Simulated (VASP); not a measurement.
# HfN (Imm2) in VASP: notebook, part 2 of 2

VASP 6.6.1. The steps go on from the part before.

### Step 3. Single point, PBE (all Hf atoms moved +0.075 Å, as atom 1 along Cartesian [0 0 1])

File INCAR:

```
SYSTEM = HfN
ALGO = Normal
EDIFF = 1E-7
ENCUT = 520
GGA = PE
ISIF = 2
ISMEAR = 0
LASPH = .True.
LCHARG = .False.
LREAL = .False.
LWAVE = .False.
NBANDS = 14
NELM = 60
PREC = Accurate
SIGMA = 0.15
```

File KPOINTS:

```
k-points
0
Gamma
  16 16 16
  0 0 0
```

File POSCAR:

```
HfN
1.0
    0.0000000000      2.4548220000      2.4548220000
    2.4548220000      0.0000000000      2.4548220000
    2.4548220000      2.4548220000      0.0000000000
Hf N
1 1
Direct
    0.0152760567      0.0152760567     -0.0152760567
    0.7500000000      0.7500000000      0.7500000000
```

Potentials or basis: VASP PAW PBE potentials, release 64 (Hf_pv, N).

Run with:

```sh
$ cat potpaw_PBE.64/Hf_pv/POTCAR potpaw_PBE.64/N/POTCAR > POTCAR
$ mpirun -np 1 vasp_std > vasp.out
```

OUTCAR:

```text
SYSTEM = HfN
   EDIFF = 1E-7
   ENCUT = 520
   GGA = PE
   ISIF = 2
   ISMEAR = 0
   LASPH = .True.
   LREAL = .False.
   NELM = 60
   PREC = Accurate

 ion  position               nearest neighbor table
   1  0.015  0.015  0.985-   2 2.08   2 2.08   2 2.17   2 2.17
   2  0.750  0.750  0.750-   1 2.08   1 2.08   1 2.17   1 2.17

  LATTYP: Found a face centered cubic cell.
 ALAT       =     4.9096440000

  Lattice vectors:

 A1 = (   0.0000000000,   2.4548220000,   2.4548220000)
 A2 = (   2.4548220000,   0.0000000000,   2.4548220000)
 A3 = (   2.4548220000,   2.4548220000,   0.0000000000)

Analysis of symmetry for initial positions (statically):
=====================================================================
 Subroutine PRICEL returns:
 Original cell was already a primitive cell.

 Routine SETGRP: Setting up the symmetry group for a
 face centered cubic supercell.

 Subroutine GETGRP returns: Found  4 space group operations
 (whereof  4 operations were pure point group operations)
 out of a pool of 48 trial point group operations.

The static configuration has the point symmetry C_2v.

Analysis of symmetry for dynamics (positions and initial velocities):
=====================================================================
 Subroutine PRICEL returns:
 Original cell was already a primitive cell.

 Routine SETGRP: Setting up the symmetry group for a
 face centered cubic supercell.

 Subroutine GETGRP returns: Found  4 space group operations
 (whereof  4 operations were pure point group operations)
 out of a pool of 48 trial point group operations.

The dynamic configuration has the point symmetry C_2v.

 Subroutine INISYM returns: Found  4 space group operations
 (whereof  4 operations are pure point group operations),
 and found     1 'primitive' translations

----------------------------------------------------------------------------------------

                                     Primitive cell

  volume of cell :      29.5863

  direct lattice vectors                    reciprocal lattice vectors
     0.000000000  2.454822000  2.454822000    -0.203680756  0.203680756  0.203680756
     2.454822000  0.000000000  2.454822000     0.203680756 -0.203680756  0.203680756
     2.454822000  2.454822000  0.000000000     0.203680756  0.203680756 -0.203680756

  length of vectors
     3.471642566  3.471642566  3.471642566     0.352785417  0.352785417  0.352785417

  position of ions in fractional coordinates (direct lattice)
     0.015276057  0.015276057  0.984723943
     0.750000000  0.750000000  0.750000000

  ion indices of the primitive-cell ions
   primitive index   ion index
                 1           1
                 2           2

----------------------------------------------------------------------------------------

 KPOINTS: k-points

Automatic generation of k-mesh.
 Grid dimensions read from file:
 generate k-points for:   16   16   16

 Generating k-lattice:

  Cartesian coordinates                     Fractional coordinates (reciprocal lattice)
    -0.012730047  0.012730047  0.012730047     0.062500000  0.000000000  0.000000000
     0.012730047 -0.012730047  0.012730047     0.000000000  0.062500000  0.000000000
     0.012730047  0.012730047 -0.012730047     0.000000000  0.000000000  0.062500000

  Length of vectors
     0.022049089  0.022049089  0.022049089

  Shift w.r.t. Gamma in fractional coordinates (k-lattice)
     0.000000000  0.000000000  0.000000000

 Subroutine IBZKPT returns following result:
 ===========================================

 Found    621 irreducible k-points:

 Following reciprocal coordinates:
            Coordinates               Weight
  0.000000  0.000000  0.000000      1.000000
  0.062500  0.000000  0.000000      4.000000
  0.000000  0.000000  0.062500      4.000000
  0.125000  0.000000  0.000000      4.000000
  0.000000  0.000000  0.125000      4.000000
  0.187500  0.000000  0.000000      4.000000
[... 16 lines left out ...]
  0.062500  0.062500 -0.062500      4.000000
  0.187500  0.062500  0.000000      4.000000
 [... further k-points ...]
   k-points           NKPTS =    621   k-points in BZ     NKDIM =    621   number of bands    NBANDS=     14
   number of dos      NEDOS =    301   number of ions     NIONS =      2
   total plane-waves  NPLWV =  21952
   dimension x,y,z NGX =    28 NGY =   28 NGZ =   28
   dimension x,y,z NGXF=    56 NGYF=   56 NGZF=   56
   ions per type =               1   1
   NGX,Y,Z   is equivalent  to a cutoff of  13.41, 13.41, 13.41 a.u.
   NGXF,Y,Z  is equivalent  to a cutoff of  26.82, 26.82, 26.82 a.u.
 SYSTEM =  HfN
   PREC   = accura    normal or accurate (medium, high low for compatibility)
   ISTART =      0    job   : 0-new  1-cont  2-samecut
   ICHARG =      2    charge: 1-file 2-atom 10-const
   ISPIN  =      1    spin polarized calculation?
   LNONCOLLINEAR =      F non collinear calculations
   LSORBIT =      F    spin-orbit coupling
   LASPH  =      T    aspherical Exc in radial PAW
   ENCUT  =  520.0 eV  38.22 Ry    6.18 a.u.   6.45  6.45  6.45*2*pi/ulx,y,z
   NELM   =     60;   NELMIN=  2; NELMDL= -5     # of ELM steps
   EDIFF  = 0.1E-06   stopping-criterion for ELM
   LREAL  =      F    real-space projection
   EDIFFG = 0.1E-05   stopping-criterion for IOM
   NSW    =      0    number of steps for IOM
   IBRION =     -1    ionic relax: 0-MD 1-quasi-New 2-CG
   NFREE  =      0    steps in history (QN), initial steepest desc. (CG)
   ISIF   =      2    stress and relaxation
   ISYM   =      2    0-nonsym 1-usesym 2-fastsym
   POTIM  = 0.5000    time-step for ionic-motion
   TEBEG  =    0.0;   TEEND  =   0.0 temperature during run
   PSTRESS=    0.0 pullay stress
   NELECT =      15.0000    total number of electrons
   NUPDOWN=      -1.0000    fix difference up-down
   EMIN   =  10.00;   EMAX   =-10.00  energy-range for DOS
   EFERMI =   0.00;   METHOD = LEGACY
   ISMEAR =     0;   SIGMA  =   0.15  broadening in eV -4-tet -1-fermi 0-gaus
   EFERMI_NEDOS =   21; number of points for ismear=-14 and -15
   IALGO  =     38    algorithm
   IMIX   =      4    mixing-type and parameters
     AMIX     =   0.40;   BMIX     =  1.00
     AMIX_MAG =   1.60;   BMIX_MAG =  1.00
  volume/ion in A,a.u.               =      14.79        99.83
  Fermi-wavevector in a.u.,A,eV,Ry     =   1.305395  2.466839 23.185087  1.704056
  Thomas-Fermi vector in A             =   2.436267
   LORBIT       =      0    0 simple, 1 ext, 2 COOP (PROOUT), +10 PAW based schemes
   GGA     = PE    functional components
   LHFCALC =     F    Hartree Fock is set to
   AEXX    =    0.0000 exact exchange contribution
   IVDW    =     0    specifies the selected vdW correction
   LEPSILON=     F    determine dielectric tensor
   LRPA    =     F    only Hartree local field effects (RPA)
 non-spin polarized calculation
 Gauss-broadening in eV      SIGMA  =   0.15
  energy-cutoff  :      520.00
  volume of cell :       29.59
 maximum number of plane-waves:       821
 NGX is ok and might be reduce to    28
   NGX = 13   NGY = 13   NGZ = 13

 number of electron      15.0000001 magnetization

 Free energy of the ion-electron system (eV)
  ---------------------------------------------------
  ext. energy  EPLUGINS =         0.00000000
  ---------------------------------------------------
  free energy    TOTEN  =       -21.19089873 eV

  energy without entropy =      -21.18351867  energy(sigma->0) =      -21.18720870

 E-fermi :   5.7805     XC(G=0): -11.2200

 val. band max:        5.7787577340   @ k =   0.4375   0.1875   0.3750
 cond. band min:       5.7833056281   @ k =   0.0625   0.0000   0.1250
 fundamental gap:      0.0045478940
 Fermi energy:         5.7804678858

 k-point     1 :       0.0000    0.0000    0.0000
  band No.  band energies     occupation
      1     -25.3551      2.00000
      2     -25.3508      2.00000
      3     -25.3452      2.00000
      4     -10.3982      2.00000
      5       0.2178      2.00000
      6       0.3030      2.00000
      7       0.4380      2.00000
      8       5.0296      2.00000
      9       8.0044      0.00000
     10       8.0161      0.00000
     11      11.8842      0.00000
     12      12.4531      0.00000
     13      12.7922      0.00000
     14      18.0720      0.00000
[... 375 lines left out ...]
 k-point    24 :       0.1875    0.0625    0.0000
  band No.  band energies     occupation
      1     -25.4825      2.00000
      2     -25.3725      2.00000
      3     -25.3700      2.00000
      4     -10.0521      2.00000
      5      -0.2437      2.00000
      6       0.4940      2.00000
      7       0.6693      2.00000
      8       6.3611      0.00000
      9       7.3233      0.00000
     10       7.9885      0.00000
     11      12.0474      0.00000
     12      12.2409      0.00000
     13      13.0469      0.00000
     14      16.0323      0.00000

 [... further k-points ...]
[... 5 lines left out ...]
  --------------------------------------------------------------------------------------
  -------------------------------------------------------------------------------------
  Total        0.0678923      0.0678923      0.0060830     -0.7676842      0.0000000      0.0000000
  in kB        3.6765544      3.6765544      0.3294098    -41.5722156      0.0000000      0.0000000
  external PRESSURE =       2.5608395 kB  Pullay stress =       0.0000000 kB

 VOLUME and BASIS-vectors are now :
 -----------------------------------------------------------------------------
  energy-cutoff  :      520.00
  volume of cell :       29.59
      direct lattice vectors                 reciprocal lattice vectors
     0.000000000  2.454822000  2.454822000    -0.203680756  0.203680756  0.203680756
     2.454822000  0.000000000  2.454822000     0.203680756 -0.203680756  0.203680756
     2.454822000  2.454822000  0.000000000     0.203680756  0.203680756 -0.203680756

 POSITION                                       TOTAL-FORCE (eV/Angst)
 -----------------------------------------------------------------------------------
      2.45482      2.45482      0.07500        -0.000000     -0.000000     -0.870432
      3.68223      3.68223      3.68223         0.000000      0.000000      0.870432
 -----------------------------------------------------------------------------------
    total drift:                               -0.000000     -0.000000      0.000036

  FREE ENERGIE OF THE ION-ELECTRON SYSTEM (eV)
  ---------------------------------------------------
  free  energy   TOTEN  =       -21.1908987294 eV

  energy  without entropy=      -21.1835186732  energy(sigma->0) =      -21.18720870
```

stdout:

```text
POSCAR found type information on POSCAR HfN
 POSCAR found :  2 types and       2 ions
 scaLAPACK will be used
 LDA part: xc-table for (Slater+PW92), standard interpolation
 POSCAR, INCAR and KPOINTS ok, starting setup
 FFT: planning ... GRIDC
 FFT: planning ... GRID_SOFT
 FFT: planning ... GRID
 WAVECAR not read
 entering main loop
```

Run time: 2 min. Hardware: 1 thread of Intel Xeon 6975P-C (Granite Rapids), shared host; peak memory 0.38 GiB.

Results:

```
Free energy   : -21.1909 eV
Pressure      : 0.3 GPa
Largest force : 0.870 eV/Å
```

Forces on the atoms (eV/Å):
```
Hf   0.000  0.000 -0.870
N    0.000  0.000  0.870
```

Stress tensor (GPa, compression positive):
```
 0.37 -4.16  0.00
-4.16  0.37  0.00
 0.00  0.00  0.03
```

Caveat: the cell differs from its parent crystal (all Hf atoms moved +0.075 Å, as atom 1 along Cartesian [0 0 1]); spin-orbit coupling is left out, which moves the levels of the heavy elements.

### Step 4. Single point, PBE (all Hf atoms moved -0.050 Å, as atom 1 along Cartesian [0 0 1])

File INCAR:

```
ALGO = Normal
EDIFF = 1E-7
ENCUT = 520
GGA = PE
ISIF = 2
ISMEAR = 0
LASPH = T
LCHARG = F
LREAL = F
LWAVE = F
NBANDS = 14
NELM = 80
PREC = Accurate
SIGMA = 0.15
```

File KPOINTS:

```
k-points
0
Gamma
  16 16 16
```

Edit POSCAR of step 3 so:

```diff
@@ -8,3 +8,3 @@
 Direct
-    0.0152760567      0.0152760567     -0.0152760567
+   -0.0101840378     -0.0101840378      0.0101840378
     0.7500000000      0.7500000000      0.7500000000
```

Run with:

```sh
$ cat potpaw_PBE.64/Hf_pv/POTCAR potpaw_PBE.64/N/POTCAR > POTCAR
$ mpirun -np 1 vasp_std > vasp.out
```

It took 2 min on 1 thread of Intel Xeon 6975P-C (Granite Rapids), shared host; peak memory 0.38 GiB.

The run converged. Its results:

```
Free energy   : -21.2090 eV
Pressure      : -0.1 GPa
Largest force : 0.580 eV/Å
```

Forces in eV/Å, atoms in the order of the input:
```
Hf   0.000  0.000  0.580
N    0.000  0.000 -0.580
```

Stress tensor (GPa, compression positive):
```
-0.01  2.75  0.00
 2.75 -0.01  0.00
 0.00  0.00 -0.18
```

Levels at points of the mesh, in eV from the Fermi level:
```tsv
k point	band 6	band 7	band 8	band 9	band 10	band 11
(0.00, 0.00, 0.00)	-5.47	-5.39	-0.75	2.23	2.23	6.26
(0.50, 0.00, 0.00)	-5.00	-4.90	1.68	2.59	2.90	4.24
(0.00, 0.00, 0.50)	-4.85	-4.75	1.35	2.53	2.88	4.22
(0.50, 0.50, 0.00)	-3.68	-3.57	-1.16	2.21	4.03	4.57
(0.00, 0.50, 0.50)	-3.64	-3.63	-1.14	2.18	4.03	4.64
```

Caveat: the cell differs from its parent crystal (all Hf atoms moved -0.050 Å, as atom 1 along Cartesian [0 0 1]); spin-orbit coupling is left out, which moves the levels of the heavy elements.

### Step 5. Single point, PBE (all Hf atoms moved +0.025 Å, as atom 1 along Cartesian [0 0 1])

File INCAR:

```
PREC     = Accurate       # precision mode
ENCUT    = 520            # plane-wave cutoff, eV
EDIFF    = 1E-7           # SCF threshold, eV
ISMEAR   = 0              # smearing method
SIGMA    = 0.15           # smearing width, eV
LREAL    = False          # projectors in reciprocal space
LASPH    = True           # aspherical terms in the spheres
NELM     = 80             # most SCF steps
ALGO     = Normal         # electronic algorithm
ISIF     = 2              # what is computed and relaxed
LWAVE    = False          # write WAVECAR
LCHARG   = False          # write CHGCAR
GGA      = PE             # functional
NBANDS   = 14             # bands
```

File KPOINTS:

```
Automatic mesh
0
Gamma
  16 16 16
```

Edit POSCAR of step 4 so:

```diff
@@ -8,3 +8,3 @@
 Direct
-   -0.0101840378     -0.0101840378      0.0101840378
+    0.0050920189      0.0050920189     -0.0050920189
     0.7500000000      0.7500000000      0.7500000000
```

Run with:

```sh
$ cat potpaw_PBE.64/Hf_pv/POTCAR potpaw_PBE.64/N/POTCAR > POTCAR
$ mpirun -np 1 vasp_std > vasp.out
```

Wall time 2 min (1 thread of Intel Xeon 6975P-C (Granite Rapids), shared host); peak memory 0.38 GiB.

The run converged. Its results:

- Free energy: -21.2199 eV
- Pressure: -0.3 GPa
- Largest force: 0.293 eV/Å

Forces on the atoms (eV/Å):
```
Hf   0.000  0.000 -0.293
N    0.000  0.000  0.293
```

Stress tensor (GPa, compression positive):
```
-0.25 -1.37  0.00
-1.37 -0.25  0.00
 0.00  0.00 -0.29
```

Levels at points of the mesh, in eV from the Fermi level:
```
           k point  band 5  band 6  band 7  band 8  band 9  band 10  band 11  band 12
(0.00, 0.00, 0.00)   -5.50   -5.47   -5.43   -0.74    2.23     2.23     6.41     6.58
(0.50, 0.00, 0.00)   -5.73   -4.87   -4.82    1.43    2.63     2.80     4.24     5.14
(0.00, 0.00, 0.50)   -5.73   -4.94   -4.89    1.60    2.66     2.82     4.24     5.33
(0.50, 0.50, 0.00)   -6.90   -3.66   -3.60   -1.15    2.18     4.03     4.61     4.69
(0.00, 0.50, 0.50)   -6.90   -3.63   -3.63   -1.15    2.18     4.03     4.65     4.65
```

Caveat: the cell differs from its parent crystal (all Hf atoms moved +0.025 Å, as atom 1 along Cartesian [0 0 1]); spin-orbit coupling is left out, which moves the levels of the heavy elements.
